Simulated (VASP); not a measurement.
# BeZn4O (P4/mmm) in VASP: relaxation of cell and atoms with PBE

Aim: the relaxation of cell and atoms of BeZn4O with PBE.

All numbers are computed with VASP 6.6.1; they aren't measurements. Logs are shortened: lines on timing, memory, paths and dates and some standing lists are left out, and cuts for length are marked.

## Step 1: The cell of the first run

The structure is tetragonal, space group P4/mmm (No. 123). The conventional cell has a = 3.808 Å, b = 3.808 Å, c = 5.663 Å, α = 90.00°, β = 90.00°, γ = 90.00°. Within 3.1 Å of Be (site symmetry 4/mmm) lie 8 Zn at 2.36 Å. Within 3.1 Å of Zn (site symmetry 2mm) lie 2 Be at 2.36 Å and 2 O at 2.39 Å and 6 Zn at 2.69 to 2.88 Å. Within 3.2 Å of O (site symmetry 4/mmm) lie 8 Zn at 2.39 Å.

The cell was generated, and may not be a known phase.

## Step 2: Relaxation of cell and atoms, PBE

The input, INCAR:

```
PREC = Accurate
ENCUT = 600
EDIFF = 1E-6
ISMEAR = 0
SIGMA = 0.1
LREAL = F
LASPH = T
NELM = 60
ALGO = Normal
ISIF = 3
LWAVE = F
LCHARG = F
GGA = PE
IBRION = 2
NSW = 100
EDIFFG = -0.01
```

The input, KPOINTS:

```
Automatic mesh
0
Gamma
  10 10 8
```

The input, POSCAR:

```
BeZn4O
1.0
    3.8079650205      0.0000000000      0.0000000000
    0.0000000000      3.8079650205      0.0000000000
    0.0000000000      0.0000000000      5.6625377571
Be Zn O
1 4 1
Direct
    0.5000000000      0.5000000000      0.5000000000
    0.5000000000      0.0000000000      0.7459873583
    0.0000000000      0.5000000000      0.2540126417
    0.5000000000      0.0000000000      0.2540126417
    0.0000000000      0.5000000000      0.7459873583
    0.0000000000      0.0000000000      0.0000000000
```

Potentials or basis: VASP PAW PBE potentials, release 64 (Be, Zn, O).

Command:

```
$ cat potpaw_PBE.64/Be/POTCAR potpaw_PBE.64/Zn/POTCAR potpaw_PBE.64/O/POTCAR > POTCAR
$ mpirun -np 1 vasp_std > vasp.out
```

OUTCAR:

```text
PREC = Accurate
   ENCUT = 600
   EDIFF = 1E-6
   ISMEAR = 0
   LREAL = F
   LASPH = T
   NELM = 60
   ISIF = 3
   GGA = PE
   IBRION = 2
   NSW = 100
   EDIFFG = -0.01

 ion  position               nearest neighbor table
   1  0.500  0.500  0.500-   2 2.36   3 2.36   4 2.36   5 2.36   2 2.36   4 2.36   3 2.36   5 2.36

   2  0.500  0.000  0.746-   1 2.36   1 2.36   6 2.39   6 2.39   5 2.69   5 2.69   5 2.69   5 2.69
                             4 2.79   4 2.88
   3  0.000  0.500  0.254-   1 2.36   1 2.36   6 2.39   6 2.39   4 2.69   4 2.69   4 2.69   4 2.69
                             5 2.79   5 2.88
   4  0.500  0.000  0.254-   1 2.36   1 2.36   6 2.39   6 2.39   3 2.69   3 2.69   3 2.69   3 2.69
                             2 2.79   2 2.88
   5  0.000  0.500  0.746-   1 2.36   1 2.36   6 2.39   6 2.39   2 2.69   2 2.69   2 2.69   2 2.69
                             3 2.79   3 2.88
   6  0.000  0.000  0.000-   2 2.39   3 2.39   4 2.39   5 2.39   3 2.39   5 2.39   2 2.39   4 2.39

  LATTYP: Found a simple tetragonal cell.
 ALAT       =     3.8079650205
 C/A-ratio  =     1.4870246251

  Lattice vectors:

 A1 = (   3.8079650205,   0.0000000000,   0.0000000000)
 A2 = (   0.0000000000,   3.8079650205,   0.0000000000)
 A3 = (   0.0000000000,   0.0000000000,   5.6625377571)

Analysis of symmetry for initial positions (statically):
=====================================================================
 Subroutine PRICEL returns:
 Original cell was already a primitive cell.

 Routine SETGRP: Setting up the symmetry group for a
 simple tetragonal supercell.

 Subroutine GETGRP returns: Found 16 space group operations
 (whereof 16 operations were pure point group operations)
 out of a pool of 16 trial point group operations.

The static configuration has the point symmetry D_4h.

Analysis of symmetry for dynamics (positions and initial velocities):
=====================================================================
 Subroutine PRICEL returns:
 Original cell was already a primitive cell.

 Routine SETGRP: Setting up the symmetry group for a
 simple tetragonal supercell.

 Subroutine GETGRP returns: Found 16 space group operations
 (whereof 16 operations were pure point group operations)
 out of a pool of 16 trial point group operations.

The dynamic configuration has the point symmetry D_4h.

 Subroutine INISYM returns: Found 16 space group operations
 (whereof 16 operations are pure point group operations),
 and found     1 'primitive' translations

----------------------------------------------------------------------------------------

                                     Primitive cell

  volume of cell :      82.1102

  direct lattice vectors                    reciprocal lattice vectors
     3.807965021  0.000000000  0.000000000     0.262607454  0.000000000  0.000000000
     0.000000000  3.807965021  0.000000000     0.000000000  0.262607454  0.000000000
     0.000000000  0.000000000  5.662537757     0.000000000  0.000000000  0.176599264

  length of vectors
     3.807965021  3.807965021  5.662537757     0.262607454  0.262607454  0.176599264

  position of ions in fractional coordinates (direct lattice)
     0.500000000  0.500000000  0.500000000
     0.500000000  0.000000000  0.745987358
     0.000000000  0.500000000  0.254012642
     0.500000000  0.000000000  0.254012642
     0.000000000  0.500000000  0.745987358
     0.000000000  0.000000000  0.000000000

  ion indices of the primitive-cell ions
   primitive index   ion index
                 1           1
                 2           2
                 3           3
                 4           4
                 5           5
                 6           6

----------------------------------------------------------------------------------------

 KPOINTS: Automatic mesh

Automatic generation of k-mesh.
 Grid dimensions read from file:
 generate k-points for:   10   10    8

 Generating k-lattice:

  Cartesian coordinates                     Fractional coordinates (reciprocal lattice)
     0.026260745  0.000000000  0.000000000     0.100000000  0.000000000  0.000000000
     0.000000000  0.026260745  0.000000000     0.000000000  0.100000000  0.000000000
     0.000000000  0.000000000  0.022074908     0.000000000  0.000000000  0.125000000

  Length of vectors
     0.026260745  0.026260745  0.022074908

  Shift w.r.t. Gamma in fractional coordinates (k-lattice)
     0.000000000  0.000000000  0.000000000

 Subroutine IBZKPT returns following result:
 ===========================================

 Found    105 irreducible k-points:

 Following reciprocal coordinates:
            Coordinates               Weight
  0.000000  0.000000  0.000000      1.000000
  0.100000  0.000000  0.000000      4.000000
  0.200000  0.000000  0.000000      4.000000
  0.300000  0.000000  0.000000      4.000000
  0.400000  0.000000  0.000000      4.000000
  0.500000  0.000000  0.000000      2.000000
[... 16 lines left out ...]
  0.100000  0.000000  0.125000      8.000000
  0.200000  0.000000  0.125000      8.000000
 [... further k-points ...]
   k-points           NKPTS =    105   k-points in BZ     NKDIM =    105   number of bands    NBANDS=     33
   number of dos      NEDOS =    301   number of ions     NIONS =      6
   total plane-waves  NPLWV =  43200
   dimension x,y,z NGX =    30 NGY =   30 NGZ =   48
   dimension x,y,z NGXF=    60 NGYF=   60 NGZF=   96
   ions per type =               1   4   1
   NGX,Y,Z   is equivalent  to a cutoff of  13.10, 13.10, 14.09 a.u.
   NGXF,Y,Z  is equivalent  to a cutoff of  26.19, 26.19, 28.18 a.u.
 SYSTEM =  unknown system
   PREC   = accura    normal or accurate (medium, high low for compatibility)
   ISTART =      0    job   : 0-new  1-cont  2-samecut
   ICHARG =      2    charge: 1-file 2-atom 10-const
   ISPIN  =      1    spin polarized calculation?
   LNONCOLLINEAR =      F non collinear calculations
   LSORBIT =      F    spin-orbit coupling
   LASPH  =      T    aspherical Exc in radial PAW
   ENCUT  =  600.0 eV  44.10 Ry    6.64 a.u.   7.61  7.61 11.31*2*pi/ulx,y,z
   NELM   =     60;   NELMIN=  2; NELMDL= -5     # of ELM steps
   EDIFF  = 0.1E-05   stopping-criterion for ELM
   LREAL  =      F    real-space projection
   EDIFFG = -.1E-01   stopping-criterion for IOM
   NSW    =    100    number of steps for IOM
   IBRION =      2    ionic relax: 0-MD 1-quasi-New 2-CG
   NFREE  =      1    steps in history (QN), initial steepest desc. (CG)
   ISIF   =      3    stress and relaxation
   ISYM   =      2    0-nonsym 1-usesym 2-fastsym
   POTIM  = 0.5000    time-step for ionic-motion
   TEBEG  =    0.0;   TEEND  =   0.0 temperature during run
   PSTRESS=    0.0 pullay stress
   NELECT =      56.0000    total number of electrons
   NUPDOWN=      -1.0000    fix difference up-down
   EMIN   =  10.00;   EMAX   =-10.00  energy-range for DOS
   EFERMI =   0.00;   METHOD = LEGACY
   ISMEAR =     0;   SIGMA  =   0.10  broadening in eV -4-tet -1-fermi 0-gaus
   EFERMI_NEDOS =   21; number of points for ismear=-14 and -15
   IALGO  =     38    algorithm
   IMIX   =      4    mixing-type and parameters
     AMIX     =   0.40;   BMIX     =  1.00
     AMIX_MAG =   1.60;   BMIX_MAG =  1.00
  volume/ion in A,a.u.               =      13.69        92.35
  Fermi-wavevector in a.u.,A,eV,Ry     =   1.441026  2.723144 28.253261  2.076556
  Thomas-Fermi vector in A             =   2.559704
   LORBIT       =      0    0 simple, 1 ext, 2 COOP (PROOUT), +10 PAW based schemes
   GGA     = PE    functional components
   LHFCALC =     F    Hartree Fock is set to
   AEXX    =    0.0000 exact exchange contribution
   IVDW    =     0    specifies the selected vdW correction
   LEPSILON=     F    determine dielectric tensor
   LRPA    =     F    only Hartree local field effects (RPA)
 conjugate gradient relaxation of ions
 non-spin polarized calculation
 Gauss-broadening in eV      SIGMA  =   0.10
  energy-cutoff  :      600.00
  volume of cell :       82.11
 maximum number of plane-waves:      2763
   NGX = 15   NGY = 15   NGZ = 23

--------------------------------------- Ionic step        1  -------------------------------------------

 number of electron      56.0000002 magnetization

 Free energy of the ion-electron system (eV)
  ---------------------------------------------------
  ext. energy  EPLUGINS =         0.00000000
  ---------------------------------------------------
  free energy    TOTEN  =       -13.68628612 eV

  energy without entropy =      -13.67497620  energy(sigma->0) =      -13.68063116

------------------------ aborting loop because EDIFF is reached ----------------------------------------

  FORCE on cell =-STRESS in cart. coord.  units (eV):
  Direction    XX          YY          ZZ          XY          YZ          ZX
  --------------------------------------------------------------------------------------
  -------------------------------------------------------------------------------------
  Total        0.3527225      0.3527225     -0.4557692      0.0000000      0.0000000      0.0000000
  in kB        6.8825090      6.8825090     -8.8932108      0.0000000      0.0000000      0.0000000
  external PRESSURE =       1.6239357 kB  Pullay stress =       0.0000000 kB
[... 145 lines left out ...]
  energy  without entropy=      -13.6807712508  energy(sigma->0) =      -13.68693147

--------------------------------------- Ionic step        5  -------------------------------------------

 number of electron      55.9999939 magnetization

 Free energy of the ion-electron system (eV)
  ---------------------------------------------------
  ext. energy  EPLUGINS =         0.00000000
  ---------------------------------------------------
  free energy    TOTEN  =       -13.69313212 eV

  energy without entropy =      -13.68080652  energy(sigma->0) =      -13.68696932

 E-fermi :   3.0865     XC(G=0): -11.0013

 val. band max:        3.0757779299   @ k =   0.5000   0.0000   0.1250
 cond. band min:       3.0923301539   @ k =   0.3000   0.0000   0.5000
 fundamental gap:      0.0165522239
 Fermi energy:         3.0864788313

 k-point     1 :       0.0000    0.0000    0.0000
  band No.  band energies     occupation
      1     -15.6590      2.00000
      2      -5.9803      2.00000
      3      -5.2856      2.00000
      4      -4.9890      2.00000
      5      -4.9704      2.00000
      6      -4.9704      2.00000
[... 853 lines left out ...]
     32       7.1869      0.00000
     33       7.5200      0.00000

 [... further k-points ...]
[... 5 lines left out ...]
  --------------------------------------------------------------------------------------
  -------------------------------------------------------------------------------------
  Total        0.0085962      0.0085962     -0.0025227      0.0000000      0.0000000     -0.0000000
  in kB        0.1676438      0.1676438     -0.0491975      0.0000000      0.0000000     -0.0000000
  external PRESSURE =       0.0953633 kB  Pullay stress =       0.0000000 kB
[... 21 lines left out ...]
  FREE ENERGIE OF THE ION-ELECTRON SYSTEM (eV)
  ---------------------------------------------------
  free  energy   TOTEN  =       -13.6931321163 eV

  energy  without entropy=      -13.6808065235  energy(sigma->0) =      -13.68696932

 reached required accuracy - stopping structural energy minimisation
```

Run time: 31 min. Hardware: 1 thread of Intel Xeon 8259CL, shared host; peak memory 0.39 GiB.

Results:

- Free energy: -13.6931 eV
- Relaxed volume: 13.69 Å³/atom
- Relaxed cell: a = 3.839 Å, b = 3.839 Å, c = 5.575 Å, α = 90.00°, β = 90.00°, γ = 90.00°
- Space group after relaxing (to 0.1 Å): P4/mmm (No. 123)
- Energy gained by relaxing: 1.1 meV/atom
- Ionic steps: 5
- Pressure after relaxing: 0.0 GPa
- Largest force after relaxing: 0.006 eV/Å
- Band gap on the k mesh: zero (bands 28 and 29 overlap by 1.66 eV)

Forces in eV/Å, atoms in the order of the input:
```
Be   0.000  0.000  0.000
Zn   0.000  0.000 -0.006
Zn   0.000  0.000  0.006
Zn   0.000  0.000  0.006
Zn   0.000  0.000 -0.006
O    0.000  0.000  0.000
```

The path:
```tsv
step	energy change (eV)	largest force (eV/Å)	pressure (GPa)	volume (Å³)
1	0.0000	0.0291	0.16	82.11
2	-0.0032	0.0227	-0.06	82.27
3	-0.0060	0.0096	-0.45	82.61
4	-0.0068	0.0041	0.17	82.03
5	-0.0068	0.0056	0.01	82.15
```

Final structure:
```yaml
crystal:
  lattice:
    - [3.83886, 0.00000, 0.00000]
    - [0.00000, 3.83886, 0.00000]
    - [0.00000, 0.00000, 5.57477]
  atoms:
    - { symbol: Be, position: [0.50000, 0.50000, 0.50000] }
    - { symbol: Zn, position: [0.50000, 0.00000, 0.74503] }
    - { symbol: Zn, position: [0.00000, 0.50000, 0.25497] }
    - { symbol: Zn, position: [0.50000, 0.00000, 0.25497] }
    - { symbol: Zn, position: [0.00000, 0.50000, 0.74503] }
    - { symbol: O, position: [0.00000, 0.00000, 0.00000] }
```
